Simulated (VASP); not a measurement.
## HfC: single point with PBE

HfC:

```
CELL_PARAMETERS angstrom
0.00000 2.32500 2.32500
2.32500 0.00000 2.32500
2.32500 2.32500 0.00000
ATOMIC_POSITIONS crystal
Hf 0.50000 0.50000 0.50000
C 0.00000 0.00000 0.00000
```

```
Program                : VASP 6.6.1
Task                   : single point
Functional             : PBE
Potentials or basis    : VASP PAW PBE potentials, release 64 (Hf_pv, C)
Cutoff                 : 520 eV
k mesh                 : 10 × 10 × 10
Occupations            : gaussian, width 0.013 eV
Spin                   : no spin polarisation
Dipole correction      : no
Further INCAR settings : ALGO = Normal; EDIFF = 1e-07; NBANDS = 14
```

- Pressure: -0.4 GPa
- Band gap on the k mesh: zero (band 7 reaches 6.95 eV, above the bottom of band 8 at 5.55 eV)

Levels at points of the mesh, in eV from the Fermi level:
```csv
k point,band 5,band 6,band 7,band 8,band 9,band 10
"(0.00, 0.00, 0.00)",0.98,0.98,0.98,1.38,1.38,1.38
"(0.50, 0.00, 0.00)",-6.15,-3.00,-3.00,5.30,5.30,5.77
"(0.50, 0.50, 0.00)",-2.60,-1.79,-0.11,-0.11,5.29,6.72
```

It took 18 s on 1 thread of Intel Xeon 6975P-C, on a shared host, peak memory 0.15 GiB.

Caveat: spin-orbit coupling is left out, which moves the levels of the heavy elements.
